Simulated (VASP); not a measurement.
**Hf2W: single point with PBE**

Crystal: Hf2W.

```xyz
3
Lattice="4.8934 0.0000 0.0000 -2.4467 4.2378 0.0000 0.0000 0.0000 2.8134" Properties=species:S:1:pos:R:3 pbc="T T T"
Hf    0.0000    2.8252    1.4067
Hf    2.4467    1.4126    1.4067
W     0.0000    0.0000    0.0000
```

| Quantity | Value |
| --- | --- |
| Program | VASP 6.6.1 |
| Task | single point |
| Functional | PBE |
| Potentials or basis | VASP PAW PBE potentials, release 64 (Hf_pv, W_sv) |
| Cutoff | 520 eV |
| k mesh | 6 × 6 × 6 |
| Occupations | gaussian, width 0.1 eV |
| Spin | no spin polarisation |
| Dipole correction | no |
| Further INCAR settings | ALGO = Normal; EDIFF = 1e-07; NBANDS = 24 |

```
Pressure               : -0.6 GPa
Band gap on the k mesh : zero (bands 17 and 18 overlap by 2.06 eV)
```

Stress tensor (GPa, compression positive):
```
-0.68  0.00  0.00
 0.00 -0.68  0.00
 0.00  0.00 -0.36
```

Levels at points of the mesh, in eV from the Fermi level:
| k point | band 13 | band 14 | band 15 | band 16 | band 17 | band 18 | band 19 | band 20 | band 21 | band 22 |
| --- | --- | --- | --- | --- | --- | --- | --- | --- | --- | --- |
| (0.00, 0.00, 0.00) | -1.30 | -1.30 | -1.01 | -0.91 | -0.91 | -0.20 | 1.63 | 1.63 | 2.22 | 2.22 |
| (0.50, 0.00, 0.00) | -4.10 | -1.69 | -1.04 | -0.68 | -0.64 | -0.07 | 1.09 | 1.73 | 2.34 | 3.08 |
| (0.00, 0.00, 0.50) | -2.90 | -2.78 | -2.78 | -2.06 | 0.97 | 0.97 | 2.48 | 2.48 | 3.57 | 3.57 |
| (0.50, 0.00, 0.50) | -2.53 | -2.37 | -0.67 | -0.54 | -0.45 | 0.15 | 1.03 | 1.76 | 2.86 | 4.40 |

Wall time 32 s on 1 thread of Intel(R) Xeon(R) Platinum 8259CL CPU @ 2.50GHz (Skylake/Cascade Lake), on a shared host, peak memory 0.2 GiB.

Caveat: the k points lie up to 0.37 Å⁻¹ apart, too coarse for converged energies and pressures of a metal; spin-orbit coupling is left out, which moves the levels of the heavy elements.
